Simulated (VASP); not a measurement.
# MgO (I4/mmm) in VASP: further runs, part 2 of 2

VASP 6.6.1. Earlier steps stand in the parts before.

### 3 Single point, PBE (strain +0.1312 x Voigt [0, 1, 0, 0, 0, 0])

INCAR

```
PREC     = Accurate       # precision mode
ENCUT    = 520            # plane-wave cutoff, eV
EDIFF    = 1E-6           # SCF threshold, eV
ISMEAR   = 0              # smearing method
SIGMA    = 0.05           # smearing width, eV
LREAL    = False          # projectors in reciprocal space
LASPH    = True           # aspherical terms in the spheres
NELM     = 80             # most SCF steps
ALGO     = Normal         # electronic algorithm
ISIF     = 2              # what is computed and relaxed
LWAVE    = False          # write WAVECAR
LCHARG   = False          # write CHGCAR
GGA      = PE             # functional
NBANDS   = 11             # bands
```

KPOINTS

```
regular mesh
0
Gamma
  10 10 10
```

POSCAR

```
MgO
1.0
    0.0000000000      2.4059751906      2.1269229054
    2.1269229054      0.0000000000      2.1269229054
    2.1269229054      2.4059751906      0.0000000000
Mg O
1 1
Direct
    0.0000000000      0.0000000000      0.0000000000
    0.5000000000      0.5000000000      0.5000000000
```

Potentials or basis: VASP PAW PBE potentials, release 64 (Mg, O).

Command:

```console
> cat potpaw_PBE.64/Mg/POTCAR potpaw_PBE.64/O/POTCAR > POTCAR
> mpirun -np 1 vasp_std > vasp.out
```

OUTCAR:

```text
PREC = Accurate
   ENCUT = 520
   EDIFF = 1E-6
   ISMEAR = 0
   LREAL = False
   LASPH = True
   NELM = 80
   ISIF = 2
   GGA = PE

 ion  position               nearest neighbor table
   1  0.000  0.000  0.000-   2 2.13   2 2.13   2 2.13   2 2.13   2 2.41   2 2.41
   2  0.500  0.500  0.500-   1 2.13   1 2.13   1 2.13   1 2.13   1 2.41   1 2.41

  LATTYP: Found a body centered tetragonal cell.
 ALAT       =     3.0079232189
 C/A-ratio  =     1.5997583818

  Lattice vectors:

 A1 = (   0.0000000000,  -2.4059751906,   2.1269229054)
 A2 = (   0.0000000000,  -2.4059751906,  -2.1269229054)
 A3 = (   2.1269229054,   2.4059751906,   0.0000000000)

Analysis of symmetry for initial positions (statically):
=====================================================================
 Subroutine PRICEL returns:
 Original cell was already a primitive cell.

 Routine SETGRP: Setting up the symmetry group for a
 body centered tetragonal supercell.

 Subroutine GETGRP returns: Found 16 space group operations
 (whereof 16 operations were pure point group operations)
 out of a pool of 16 trial point group operations.

The static configuration has the point symmetry D_4h.

Analysis of symmetry for dynamics (positions and initial velocities):
=====================================================================
 Subroutine PRICEL returns:
 Original cell was already a primitive cell.

 Routine SETGRP: Setting up the symmetry group for a
 body centered tetragonal supercell.

 Subroutine GETGRP returns: Found 16 space group operations
 (whereof 16 operations were pure point group operations)
 out of a pool of 16 trial point group operations.

The dynamic configuration has the point symmetry D_4h.

 Subroutine INISYM returns: Found 16 space group operations
 (whereof 16 operations are pure point group operations),
 and found     1 'primitive' translations

----------------------------------------------------------------------------------------

                                     Primitive cell
[... 119 lines left out ...]
   IVDW    =     0    specifies the selected vdW correction
   LEPSILON=     F    determine dielectric tensor
   LRPA    =     F    only Hartree local field effects (RPA)
 non-spin polarized calculation
 Gauss-broadening in eV      SIGMA  =   0.05
  energy-cutoff  :      520.00
  volume of cell :       21.77
 maximum number of plane-waves:       628
   NGX = 11   NGY = 11   NGZ = 11

 number of electron       7.9999999 magnetization

 Free energy of the ion-electron system (eV)
  ---------------------------------------------------
  ext. energy  EPLUGINS =         0.00000000
  ---------------------------------------------------
  free energy    TOTEN  =       -11.73874241 eV

  energy without entropy =      -11.73874241  energy(sigma->0) =      -11.73874241

 E-fermi :   2.5289     XC(G=0): -10.3541

 val. band max:        2.2270712354   @ k =   0.0000   0.0000   0.0000
 cond. band min:       5.4579098266   @ k =   0.0000   0.0000   0.0000
 fundamental gap:      3.2308385912
 Fermi energy:         2.5289355677

 k-point     1 :       0.0000    0.0000    0.0000
  band No.  band energies     occupation
      1     -14.4740      2.00000
      2       2.0147      2.00000
      3       2.0147      2.00000
      4       2.2271      2.00000
      5       5.4579      0.00000
      6      16.4073      0.00000
      7      17.6026      0.00000
      8      17.6026      0.00000
      9      20.5687      0.00000
     10      20.7712      0.00000
     11      21.2558      0.00000
[... 309 lines left out ...]
 k-point    24 :       0.4000    0.3000   -0.0000
  band No.  band energies     occupation
      1     -13.4794      2.00000
      2      -1.0074      2.00000
      3       0.7094      2.00000
      4       1.3341      2.00000
      5      10.2248      0.00000
      6      11.6448      0.00000
      7      14.7946      0.00000
      8      17.3279      0.00000
      9      18.9356      0.00000
     10      24.3293      0.00000
     11      26.4209      0.00000

 [... further k-points ...]

------------------------ aborting loop because EDIFF is reached ----------------------------------------

  FORCE on cell =-STRESS in cart. coord.  units (eV):
  Direction    XX          YY          ZZ          XY          YZ          ZX
  --------------------------------------------------------------------------------------
  -------------------------------------------------------------------------------------
  Total       -1.3236408     -2.2398769     -1.3236408     -0.0000000      0.0000000      0.0000000
  in kB      -97.4217868   -164.8580299    -97.4217868     -0.0000000      0.0000000      0.0000000
  external PRESSURE =    -119.9005345 kB  Pullay stress =       0.0000000 kB

 VOLUME and BASIS-vectors are now :
 -----------------------------------------------------------------------------
  energy-cutoff  :      520.00
  volume of cell :       21.77
      direct lattice vectors                 reciprocal lattice vectors
     0.000000000  2.405975191  2.126922905    -0.235081393  0.207815942  0.235081393
     2.126922905  0.000000000  2.126922905     0.235081393 -0.207815942  0.235081393
     2.126922905  2.405975191  0.000000000     0.235081393  0.207815942 -0.235081393

 POSITION                                       TOTAL-FORCE (eV/Angst)
 -----------------------------------------------------------------------------------
      0.00000      0.00000      0.00000         0.000000      0.000000     -0.000000
      2.12692      2.40598      2.12692        -0.000000     -0.000000      0.000000
 -----------------------------------------------------------------------------------
    total drift:                               -0.000000     -0.000000      0.000000

  FREE ENERGIE OF THE ION-ELECTRON SYSTEM (eV)
  ---------------------------------------------------
  free  energy   TOTEN  =       -11.7387424069 eV

  energy  without entropy=      -11.7387424069  energy(sigma->0) =      -11.73874241
```

OSZICAR:

```text
N       E                     dE             d eps       ncg     rms          rms(c)
DAV:   1     0.136557943864E+02    0.13656E+02   -0.44945E+03  2476   0.634E+02
DAV:   2    -0.127135664007E+02   -0.26369E+02   -0.25631E+02  2621   0.129E+02
DAV:   3    -0.133814262487E+02   -0.66786E+00   -0.66730E+00  2721   0.183E+01
DAV:   4    -0.133831763840E+02   -0.17501E-02   -0.17501E-02  2448   0.108E+00
DAV:   5    -0.133831824396E+02   -0.60556E-05   -0.60556E-05  2658   0.624E-02    0.731E+00
DAV:   6    -0.117764829089E+02    0.16067E+01   -0.10523E+01  2391   0.168E+01    0.257E+00
DAV:   7    -0.117486379371E+02    0.27845E-01   -0.11822E-01  2454   0.255E+00    0.140E+00
DAV:   8    -0.117394178306E+02    0.92201E-02   -0.41829E-02  2304   0.220E+00    0.303E-01
DAV:   9    -0.117387784914E+02    0.63934E-03   -0.92047E-04  2598   0.219E-01    0.159E-01
DAV:  10    -0.117387404622E+02    0.38029E-04   -0.51436E-04  2430   0.179E-01    0.849E-03
DAV:  11    -0.117387416763E+02   -0.12141E-05   -0.48206E-06  2595   0.145E-02    0.421E-03
DAV:  12    -0.117387424069E+02   -0.73067E-06   -0.50269E-07  2311   0.608E-03
   1 F= -.11738742E+02 E0= -.11738742E+02  d E =-.417705E-20
```

Run time: 25 s. Hardware: 1 thread of Intel Xeon 8259CL, shared host; peak memory 0.16 GiB.

What came out:

```yaml
Free_energy: -11.7387 eV
Pressure: -12.0 GPa
Band_gap_on_the_k_mesh: 3.23 eV
```

Caveat: the cell differs from its parent crystal (strain +0.1312 x Voigt [0, 1, 0, 0, 0, 0]); the cell stands under tension.

### 4 Single point, PBE (strain +0.1500 x Voigt [0, 1, 0, 0, 0, 0])

INCAR

```
SYSTEM = MgO
PREC = Accurate ; ENCUT = 520
EDIFF = 1E-6 ; ISMEAR = 0
SIGMA = 0.05 ; LREAL = .FALSE.
LASPH = .TRUE. ; NELM = 60
ALGO = Normal ; ISIF = 2
LWAVE = .FALSE. ; LCHARG = .FALSE.
GGA = PE ; NBANDS = 11
```

KPOINTS

```
Automatic mesh
0
G
  10 10 10
  0 0 0
```

POSCAR

```
MgO
1.0
    0.0000000000      2.4459613412      2.1269229054
    2.1269229054      0.0000000000      2.1269229054
    2.1269229054      2.4459613412      0.0000000000
Mg O
1 1
Direct
    0.0000000000      0.0000000000      0.0000000000
    0.5000000000      0.5000000000      0.5000000000
```

Potentials or basis: VASP PAW PBE potentials, release 64 (Mg, O).

Command:

```console
> cat potpaw_PBE.64/Mg/POTCAR potpaw_PBE.64/O/POTCAR > POTCAR
> mpirun -np 1 vasp_std > vasp.out
```

OUTCAR:

```text
SYSTEM = MgO
   PREC = Accurate
   ENCUT = 520
   EDIFF = 1E-6
   ISMEAR = 0
   LREAL = .FALSE.
   LASPH = .TRUE.
   NELM = 60
   ISIF = 2
   GGA = PE

 ion  position               nearest neighbor table
   1  0.000  0.000  0.000-   2 2.13   2 2.13   2 2.13   2 2.13   2 2.45   2 2.45
   2  0.500  0.500  0.500-   1 2.13   1 2.13   1 2.13   1 2.13   1 2.45   1 2.45

  LATTYP: Found a body centered tetragonal cell.
 ALAT       =     3.0079232189
 C/A-ratio  =     1.6263455967

  Lattice vectors:

 A1 = (   0.0000000000,  -2.4459613412,   2.1269229054)
 A2 = (   0.0000000000,  -2.4459613412,  -2.1269229054)
 A3 = (   2.1269229054,   2.4459613412,   0.0000000000)

Analysis of symmetry for initial positions (statically):
=====================================================================
 Subroutine PRICEL returns:
 Original cell was already a primitive cell.

 Routine SETGRP: Setting up the symmetry group for a
 body centered tetragonal supercell.

 Subroutine GETGRP returns: Found 16 space group operations
 (whereof 16 operations were pure point group operations)
 out of a pool of 16 trial point group operations.

The static configuration has the point symmetry D_4h.

[... 171 lines left out ...]
      3       1.8929      2.00000
      4       2.1193      2.00000
      5       5.2183      0.00000
      6      16.1493      0.00000
      7      17.4930      0.00000
      8      17.4930      0.00000
      9      20.1345      0.00000
     10      20.5812      0.00000
     11      20.6549      0.00000
[... 309 lines left out ...]
 k-point    24 :       0.4000    0.3000   -0.0000
  band No.  band energies     occupation
      1     -13.5523      2.00000
      2      -1.0770      2.00000
      3       0.5736      2.00000
      4       1.2702      2.00000
      5       9.9780      0.00000
      6      11.4807      0.00000
      7      14.6185      0.00000
      8      16.9111      0.00000
      9      18.6946      0.00000
     10      23.9020      0.00000
     11      25.8776      0.00000

 [... further k-points ...]

------------------------ aborting loop because EDIFF is reached ----------------------------------------

  FORCE on cell =-STRESS in cart. coord.  units (eV):
  Direction    XX          YY          ZZ          XY          YZ          ZX
  --------------------------------------------------------------------------------------
  -------------------------------------------------------------------------------------
  Total       -1.4674143     -2.3258896     -1.4674143      0.0000000     -0.0000000      0.0000000
  in kB     -106.2380853   -168.3901156   -106.2380853      0.0000000     -0.0000000      0.0000000
  external PRESSURE =    -126.9554287 kB  Pullay stress =       0.0000000 kB

 VOLUME and BASIS-vectors are now :
 -----------------------------------------------------------------------------
  energy-cutoff  :      520.00
  volume of cell :       22.13
      direct lattice vectors                 reciprocal lattice vectors
     0.000000000  2.445961341  2.126922905    -0.235081393  0.204418603  0.235081393
     2.126922905  0.000000000  2.126922905     0.235081393 -0.204418603  0.235081393
     2.126922905  2.445961341  0.000000000     0.235081393  0.204418603 -0.235081393

 POSITION                                       TOTAL-FORCE (eV/Angst)
 -----------------------------------------------------------------------------------
      0.00000      0.00000      0.00000        -0.000000     -0.000000      0.000000
      2.12692      2.44596      2.12692         0.000000      0.000000     -0.000000
 -----------------------------------------------------------------------------------
    total drift:                               -0.000000     -0.000000      0.000000

  FREE ENERGIE OF THE ION-ELECTRON SYSTEM (eV)
  ---------------------------------------------------
  free  energy   TOTEN  =       -11.7014360255 eV

  energy  without entropy=      -11.7014360255  energy(sigma->0) =      -11.70143603
```

It took 25 s on 1 thread of Intel Xeon 8259CL, shared host; peak memory 0.16 GiB.

What came out:

- Free energy: -11.7014 eV
- Pressure: -12.7 GPa
- Band gap on the k mesh: 3.10 eV

Stress tensor (GPa, compression positive):
```
-10.62   0.00   0.00
  0.00 -16.84   0.00
  0.00   0.00 -10.62
```

Caveat: the cell differs from its parent crystal (strain +0.1500 x Voigt [0, 1, 0, 0, 0, 0]); the cell stands under tension.

### 5 The runs side by side

```tsv
cell	gap on the mesh (eV)	pressure (GPa)
a = 3.182, b = 3.008 Å, angles 61.8, 56.4, 61.8°, 2 atoms	3.37	-11.1
a = 3.211, b = 3.008 Å, angles 62.1, 55.9, 62.1°, 2 atoms	3.23	-12.0
a = 3.241, b = 3.008 Å, angles 62.4, 55.3, 62.4°, 2 atoms	3.10	-12.7
```

Alike in all rows: task single point; level PBE; potentials or basis VASP PAW PBE potentials, release 64 (Mg, O); no spin polarisation; k mesh 10 × 10 × 10; cutoff (eV) 520; smearing gaussian 0.05 eV.

Caveats: the cell stands under tension.

Absolute energies hang on the potentials; compare differences alone.
